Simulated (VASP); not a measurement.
Al2Pt, 6 atoms in the cell. Symmetry: I4/mmm, No. 139, tetragonal system. The conventional cell has a = 4.242 Å, b = 4.242 Å, c = 5.631 Å, α = 90.00°, β = 90.00°, γ = 90.00°. Al (site symmetry -4m2) has 4 Pt at 2.55 Å and 6 Al at 2.82 to 3.00 Å within 3.4 Å. Within 3.4 Å of Pt (site symmetry 4/mmm) lie 8 Al at 2.55 Å.  This cell differs from its parent crystal: uniaxial strain along c: -4.5 %, then relaxed in part.

| Item | Value |
| --- | --- |
| Program | VASP 6.6.1 |
| Task | single point |
| Functional | PBEsol |
| Potentials or basis | VASP PAW PBE potentials, release 64 (Al, Pt) |
| Cutoff | 520 eV |
| k mesh | 8 × 8 × 6 |
| Occupations | gaussian, width 0.1 eV |
| Spin | no spin polarisation |
| Dipole correction | no |
| Further INCAR settings | ALGO = Fast; EDIFF = 1e-07; NBANDS = 25 |

Potentials or basis: VASP PAW PBE potentials, release 64 (Al, Pt).

Launch:

```bash
$ cat potpaw_PBE.64/Al/POTCAR potpaw_PBE.64/Pt/POTCAR > POTCAR
$ mpirun -np 1 vasp_std > vasp.out
```

Hardware: 1 thread of Intel(R) Xeon(R) Platinum 8559C (Emerald Rapids), with other jobs on the host.

Q: Estimate the wall time of this run.

A: Wall time 84 s on 1 thread of Intel(R) Xeon(R) Platinum 8559C (Emerald Rapids), on a shared host, peak memory 0.28 GiB. Counts: scf iterations 20, k points 60.
